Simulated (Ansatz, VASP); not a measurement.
# InP in VASP and in Ansatz

```xyz
2
Lattice="0.0000 2.9305 2.9305 2.9305 0.0000 2.9305 2.9305 2.9305 0.0000" Properties=species:S:1:pos:R:3 pbc="T T T"
In    0.0000    0.0000    0.0000
P     4.3957    4.3957    4.3957
```

Alike in both runs: functional PBE; k mesh 6 × 6 × 6; occupations fermi-dirac, width 0.05 eV; non-collinear spin, spin-orbit coupling.

|  | VASP | Ansatz |
| --- | --- | --- |
| version | VASP 6.6.1 | Ansatz 0.2.0 |
| potentials or method | VASP PAW PBE potentials, release 64 (In_d, P), cutoff 520 eV | all-electron LAPW, relativistic spinors |
| task | single point | band structure |

Ansatz gave:

| Item | Value |
| --- | --- |
| pressure (GPa) | 3.3 |
| net moment per atom (μB) | 0.00 |

Task: What did VASP give for the same quantities?

Result: Pressure (GPa): 3.2; net moment per atom (μB): 0.00.

Ansatz ran all-electron here, and VASP with PAW potentials.
